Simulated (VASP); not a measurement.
Input of a VASP 6.6.1 run:

File INCAR:

```
  ALGO = Normal
  DIPOL = 0.5 0.5 0.389
  EDIFF = 1E-6
  ENCUT = 520
  IDIPOL = 3
  ISIF = 2
  ISMEAR = 0
  LASPH = True
  LCHARG = True
  LDIPOL = True
  LELF = True
  LREAL = False
  LVACPOTAV = True
  LVHAR = True
  LWAVE = False
  NBANDS = 41
  NELM = 80
  PREC = Accurate
  SIGMA = 0.1
```

Contents of KPOINTS:

```
k-points
0
Gamma
  9 9 1
```

File POSCAR:

```
Ti5C
1.0
    2.8641158414      0.0000000000      0.0000000000
   -1.4320579207      2.4803970780      0.0000000000
    0.0000000000      0.0000000000     24.4912544910
Ti C
5 1
Direct
    0.6666666667      0.3333333333      0.1633236060
    0.3333333333      0.6666666667      0.2559153301
    0.6666666667      0.3333333333      0.3495150200
    0.3333333333      0.6666666667      0.4443907180
    0.6666666667      0.3333333333      0.5304446326
    0.6666666667      0.6666666667      0.5923464423
```

Potentials or basis: VASP PAW LDA potentials, release 64 (Ti_sv, C).

The run is started by

```bash
$ cat potpaw_LDA.64/Ti_sv/POTCAR potpaw_LDA.64/C/POTCAR > POTCAR
$ mpirun -np 1 vasp_std > vasp.out
```

Problem. Predict the band gap on the k mesh.

Solution. Zero (band 32 reaches 2.06 eV, above the bottom of band 33 at 1.02 eV).

Problem. Estimate the largest force.

Solution. 2.834 eV/Å.

Forces on the atoms (eV/Å):
```
Ti  -0.001 -0.003  0.565
Ti   0.002  0.014 -0.500
Ti  -0.025  0.019  0.093
Ti   0.098  0.297 -1.115
Ti   1.065 -2.477  0.872
C   -1.139  2.150  0.086
```
